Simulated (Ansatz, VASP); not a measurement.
## Hf3SiMo in VASP and in Ansatz

File INCAR:

```
SYSTEM = Hf3SiMo
PREC = Accurate
ENCUT = 600
EDIFF = 1E-6
ISMEAR = 0
SIGMA = 0.1
LREAL = .False.
LASPH = .True.
NELM = 60
ALGO = Fast
ISIF = 3
LWAVE = .False.
LCHARG = .False.
GGA = PE
IBRION = 2
NSW = 100
EDIFFG = -0.01
```

The input KPOINTS:

```
Automatic mesh
0
Gamma
  8 8 8
  0 0 0
```

The input POSCAR:

```
Hf3SiMo
1.0
    4.8186678638      0.0000000000      0.0000000000
    0.0000000000      4.8186678638      0.0000000000
    0.0000000000      0.0000000000      4.8186678638
Hf Si Mo
3 1 1
Direct
    0.0000000000      0.5000000000      0.5000000000
    0.5000000000      0.0000000000      0.5000000000
    0.5000000000      0.5000000000      0.0000000000
    0.5000000000      0.5000000000      0.5000000000
    0.0000000000      0.0000000000      0.0000000000
```

Input for Ansatz:

```yaml
crystal:
  lattice:
    - [4.8186678638, 0.0, 0.0]
    - [0.0, 4.8186678638, 0.0]
    - [0.0, 0.0, 4.8186678638]
  atoms:
    - { symbol: Hf, position: [0.0, 0.5, 0.5] }
    - { symbol: Hf, position: [0.5, 0.0, 0.5] }
    - { symbol: Hf, position: [0.5, 0.5, 0.0] }
    - { symbol: Si, position: [0.5, 0.5, 0.5] }
    - { symbol: Mo, position: [0.0, 0.0, 0.0] }
basis:
  ecutwfc: 420
kpoints:
  mp_grid: { grid: [8, 8, 8] }
hamiltonian:
  xc: pbe
scf:
  occupations: { method: gaussian, width: 0.1 }
output:
  forces: true
  stress: true
  eigenvalues: true
relax:
  adjacent_minimum: "off"
  f_tol: 0.01
  max_steps: 80
  cell: { stress_tol: 0.05 }
```

Change from the starting cell: species swapped into the Sc3TlB type (Pm-3m, No. 221).

Alike in both runs: task relaxation of cell and atoms; functional PBE; k mesh 8 × 8 × 8; occupations gaussian, width 0.1 eV; no spin polarisation.

|  | VASP | Ansatz |
| --- | --- | --- |
| version | VASP 6.6.1 | Ansatz 0.2.0 |
| potentials or method | VASP PAW PBE potentials, release 64 (Hf_pv, Si, Mo_sv), cutoff 600 eV | scalar-relativistic, plane waves, PAW |
| valence electrons in the cell | 48 | 96 |

|  | VASP | Ansatz | Ansatz less VASP |
| --- | --- | --- | --- |
| gap on the k mesh at the Fermi level, each at its own relaxed structure (eV) | none | none | - |
| relaxed volume (Å³/atom) | 22.40 | 22.43 | +0.022 |
| relaxed cell length with the largest relative difference (Å) | 4.821 | 4.822 | +0.0016 |

A gap of «none» marks a metal or a gap that the smearing closes. VASP's potentials hold 48 valence electrons a cell and Ansatz's 96, so a difference there can come from the potentials and not from the codes.

Neither program's run includes spin-orbit coupling.
